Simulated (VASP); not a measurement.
# Al10O in VASP: relaxation of the atoms with PBEsol

Aim: the relaxation of the atoms of Al10O with PBEsol.

Everything below comes from runs of VASP 6.6.1. Logs are shortened: lines on timing, memory, paths and dates and some standing lists are left out, and cuts for length are marked.

## Step 1: The cell of the first run

The cell holds a slab with vacuum, 11 atoms: a = 2.836 Å, b = 2.836 Å, c = 39.975 Å, α = 90.00°, β = 90.00°, γ = 120.00°.

## Step 2: Relaxation of the atoms, PBEsol

INCAR reads:

```
PREC     = Accurate       # precision mode
ENCUT    = 520            # plane-wave cutoff, eV
EDIFF    = 1E-6           # SCF threshold, eV
ISMEAR   = 0              # smearing method
SIGMA    = 0.1            # smearing width, eV
LREAL    = False          # projectors in reciprocal space
LASPH    = True           # aspherical terms in the spheres
NELM     = 80             # most SCF steps
ALGO     = Fast           # electronic algorithm
ISIF     = 2              # what is computed and relaxed
LWAVE    = False          # write WAVECAR
LCHARG   = False          # write CHGCAR
LDIPOL   = True         
IDIPOL   = 3            
DIPOL    = 0.5 0.5 0.500
GGA      = PS             # functional
IBRION   = 2              # ionic algorithm
NSW      = 90             # ionic steps
EDIFFG   = -0.03          # ionic threshold
```

KPOINTS reads:

```
Automatic mesh
0
Gamma
  12 12 1
```

POSCAR reads:

```
Al10O
1.0
    2.8362844919      0.0000000000      0.0000000000
   -1.4181422459      2.4562944223      0.0000000000
    0.0000000000      0.0000000000     39.9748362738
Al O
10 1
Selective dynamics
Direct
    0.3333333333      0.6666666667      0.2126337664  F F F
    0.0000000000      0.0000000000      0.2709338767  F F F
    0.6666666667      0.3333333333      0.3292339870  F F F
    0.0000000000      0.0000000000      0.3875340974  F F F
    0.3333333333      0.6666666667      0.4458342076  F F F
    0.0000000000      0.0000000000      0.5035201778  T T T
    0.6666666667      0.3333333333      0.5614996803  T T T
    0.0000000000      0.0000000000      0.6197912003  T T T
    0.3333333333      0.6666666667      0.6776229419  T T T
    0.0000000000      0.0000000000      0.7366719068  T T T
    0.3333333333      0.6666666667      0.7596863850  T T T
```

Potentials or basis: VASP PAW PBE potentials, release 64 (Al, O).

Launch:

```console
> cat potpaw_PBE.64/Al/POTCAR potpaw_PBE.64/O/POTCAR > POTCAR
> mpirun -np 1 vasp_std > vasp.out
```

OUTCAR:

```text
PREC = Accurate
   ENCUT = 520
   EDIFF = 1E-6
   ISMEAR = 0
   LREAL = False
   LASPH = True
   NELM = 80
   ISIF = 2
   GGA = PS
   IBRION = 2
   NSW = 90
   EDIFFG = -0.03

 ion  position               nearest neighbor table
   1  0.333  0.667  0.213-   2 2.85   2 2.85   2 2.85
   2  0.000  0.000  0.271-   1 2.85   3 2.85   1 2.85   3 2.85   1 2.85   3 2.85
   3  0.667  0.333  0.329-   2 2.85   2 2.85   2 2.85   4 2.85   4 2.85   4 2.85
   4  0.000  0.000  0.388-   5 2.85   5 2.85   5 2.85   3 2.85   3 2.85   3 2.85
   5  0.333  0.667  0.446-   6 2.83   6 2.83   6 2.83   4 2.85   4 2.85   4 2.85
   6  0.000  0.000  0.504-   5 2.83   5 2.83   5 2.83   7 2.84   7 2.84   7 2.84
   7  0.667  0.333  0.561-   6 2.84   6 2.84   6 2.84   8 2.85   8 2.85   8 2.85
   8  0.000  0.000  0.620-   9 2.83   9 2.83   9 2.83   7 2.85   7 2.85   7 2.85
   9  0.333  0.667  0.678-   8 2.83   8 2.83   8 2.83  10 2.87  10 2.87  10 2.87
  10  0.000  0.000  0.737-  11 1.88  11 1.88  11 1.88   9 2.87   9 2.87   9 2.87
  11  0.333  0.667  0.760-  10 1.88  10 1.88  10 1.88

  LATTYP: Found a hexagonal cell.
 ALAT       =     2.8362844919
 C/A-ratio  =    14.0940855503

  Lattice vectors:

 A1 = (   2.8362844919,   0.0000000000,   0.0000000000)
 A2 = (  -1.4181422459,   2.4562944223,   0.0000000000)
 A3 = (   0.0000000000,   0.0000000000,  39.9748362738)

Analysis of symmetry for initial positions (statically):
=====================================================================
 Subroutine PRICEL returns:
 Original cell was already a primitive cell.

 Routine SETGRP: Setting up the symmetry group for a
 hexagonal supercell.

 Subroutine GETGRP returns: Found  6 space group operations
 (whereof  6 operations were pure point group operations)
 out of a pool of 24 trial point group operations.

The static configuration has the point symmetry C_3v.

Analysis of symmetry for dynamics (positions and initial velocities):
=====================================================================
 Subroutine PRICEL returns:
 Original cell was already a primitive cell.

 Routine SETGRP: Setting up the symmetry group for a
 hexagonal supercell.

 Subroutine GETGRP returns: Found  6 space group operations
 (whereof  6 operations were pure point group operations)
 out of a pool of 24 trial point group operations.

The dynamic configuration has the point symmetry C_3v.

Analysis of constrained symmetry for selective dynamics:
=====================================================================
 Subroutine PRICEL returns:
 Original cell was already a primitive cell.

[... 166 lines left out ...]
  ext. energy  EPLUGINS =         0.00000000
  ---------------------------------------------------
  free energy    TOTEN  =       -49.55828540 eV

  energy without entropy =      -49.53465156  energy(sigma->0) =      -49.54646848

------------------------ aborting loop EDIFF was not reached (unconverged)  ----------------------------

  FORCE on cell =-STRESS in cart. coord.  units (eV):
  Direction    XX          YY          ZZ          XY          YZ          ZX
  --------------------------------------------------------------------------------------
  -------------------------------------------------------------------------------------
  Total        0.6187146      0.6187146     -3.4107290      0.0000000      0.0000000      0.0000000
  in kB        3.5594595      3.5594595    -19.6218922      0.0000000      0.0000000      0.0000000
  external PRESSURE =      -4.1676577 kB  Pullay stress =       0.0000000 kB
[... 71 lines left out ...]
  FREE ENERGIE OF THE ION-ELECTRON SYSTEM (eV)
  ---------------------------------------------------
  free  energy   TOTEN  =       -49.7402437536 eV

  energy  without entropy=      -49.7182559635  energy(sigma->0) =      -49.72924986

 dipolmoment           0.000000      0.000000     -0.014269 electrons x Angstroem

--------------------------------------- Ionic step        3  -------------------------------------------

 number of electron      36.0000006 magnetization

------------------------ aborting loop because EDIFF is reached ----------------------------------------
[... 34 lines left out ...]
  FREE ENERGIE OF THE ION-ELECTRON SYSTEM (eV)
  ---------------------------------------------------
  free  energy   TOTEN  =       -49.8081810166 eV

  energy  without entropy=      -49.7849707754  energy(sigma->0) =      -49.79657590

[... ionic steps 4 to 11 ...]

--------------------------------------- Ionic step       12  -------------------------------------------

 number of electron      35.9999996 magnetization

------------------------ aborting loop because EDIFF is reached ----------------------------------------
[... 85 lines left out ...]
--------------------------------------- Ionic step       14  -------------------------------------------

 number of electron      35.9999996 magnetization

 dipolmoment           0.000000      0.000000      0.026920 electrons x Angstroem

 Free energy of the ion-electron system (eV)
  ---------------------------------------------------
  ext. energy  EPLUGINS =         0.00000000
  ---------------------------------------------------
  free energy    TOTEN  =       -49.81239700 eV

  energy without entropy =      -49.78902498  energy(sigma->0) =      -49.80071099

 E-fermi :   3.1559     XC(G=0):  -6.6056

 val. band max:        3.1426603292   @ k =   0.3333   0.1667   0.0000
 cond. band min:       3.1561587101   @ k =   0.5000   0.0000   0.0000
 fundamental gap:      0.0134983809
 Fermi energy:         3.1558535872

 k-point     1 :       0.0000    0.0000    0.0000
  band No.  band energies     occupation
      1     -18.4670      2.00000
      2      -8.0626      2.00000
      3      -7.8440      2.00000
      4      -7.5192      2.00000
      5      -7.0403      2.00000
      6      -6.4635      2.00000
[... 502 lines left out ...]
     23       2.7629      2.00000
     24       3.2167      0.38959

------------------------ aborting loop because EDIFF is reached ----------------------------------------

 vacuum level on the upper side and lower side of the slab       (xc-potential included)         0.325        -0.435

  FORCE on cell =-STRESS in cart. coord.  units (eV):
  Direction    XX          YY          ZZ          XY          YZ          ZX
  --------------------------------------------------------------------------------------
  -------------------------------------------------------------------------------------
  Total        1.8611001      1.8611001     -0.9183294      0.0000000      0.0000000      0.0000000
  in kB       10.7068918     10.7068918     -5.2831405      0.0000000      0.0000000      0.0000000
  external PRESSURE =       5.3768810 kB  Pullay stress =       0.0000000 kB
[... 26 lines left out ...]
  FREE ENERGIE OF THE ION-ELECTRON SYSTEM (eV)
  ---------------------------------------------------
  free  energy   TOTEN  =       -49.8123969998 eV

  energy  without entropy=      -49.7890249813  energy(sigma->0) =      -49.80071099

 reached required accuracy - stopping structural energy minimisation

 vacuum level on the upper side and lower side of the slab         7.901         7.144
```

Run time: 61 min. Hardware: 1 thread of Oxide Virtual Turin-like, shared host; peak memory 0.47 GiB.

Results:

- Free energy: -49.8124 eV
- Energy gained by relaxing: 23.1 meV/atom
- Ionic steps: 14
- Band gap on the k mesh: zero (bands 18 and 19 overlap by 3.56 eV)

The path:
| step | energy change (eV) | largest force on free atoms (eV/Å) | pressure (GPa) |
| --- | --- | --- | --- |
| 1 | 0.0000 | 2.7801 | -0.42 |
| 2 | -0.1820 | 1.5906 | 1.02 |
| 3 | -0.2499 | 0.1098 | 0.46 |
| 4 | -0.2498 | 0.1146 | 0.44 |
| 5 | -0.2510 | 0.1056 | 0.45 |
| 6 | -0.2522 | 0.0716 | 0.47 |
| 7 | -0.2527 | 0.0737 | 0.51 |
| 8 | -0.2527 | 0.1091 | 0.53 |
| 9 | -0.2531 | 0.0909 | 0.52 |
| 10 | -0.2537 | 0.0405 | 0.52 |
| 11 | -0.2534 | 0.0698 | 0.52 |
| 12 | -0.2538 | 0.0405 | 0.52 |
| 13 | -0.2539 | 0.0332 | 0.53 |
| 14 | -0.2541 | 0.0159 | 0.54 |

Final structure:
```yaml
crystal:
  lattice:
    - [2.83628, 0.00000, 0.00000]
    - [-1.41814, 2.45629, 0.00000]
    - [0.00000, 0.00000, 39.97484]
  atoms:
    - { symbol: Al, position: [0.33333, 0.66667, 0.21263] }
    - { symbol: Al, position: [0.00000, 0.00000, 0.27093] }
    - { symbol: Al, position: [0.66667, 0.33333, 0.32923] }
    - { symbol: Al, position: [0.00000, 0.00000, 0.38753] }
    - { symbol: Al, position: [0.33333, 0.66667, 0.44583] }
    - { symbol: Al, position: [0.00000, 0.00000, 0.50368] }
    - { symbol: Al, position: [0.66667, 0.33333, 0.56230] }
    - { symbol: Al, position: [0.00000, 0.00000, 0.62025] }
    - { symbol: Al, position: [0.33333, 0.66667, 0.67789] }
    - { symbol: Al, position: [0.00000, 0.00000, 0.73809] }
    - { symbol: O, position: [0.33333, 0.66667, 0.75663] }
```

Levels at points of the mesh, in eV from the Fermi level:
```tsv
k point	band 16	band 17	band 18	band 19	band 20	band 21
(0.00, 0.00, 0.00)	-1.57	-0.15	1.27	2.61	3.62	4.20
(0.50, 0.00, 0.00)	-2.64	-2.14	-1.66	-0.96	-0.86	0.00
```

Caveat: the highest band is partly filled, so the run has too few bands; the PAW data sets were made with another functional, which shifts forces and pressure a little.
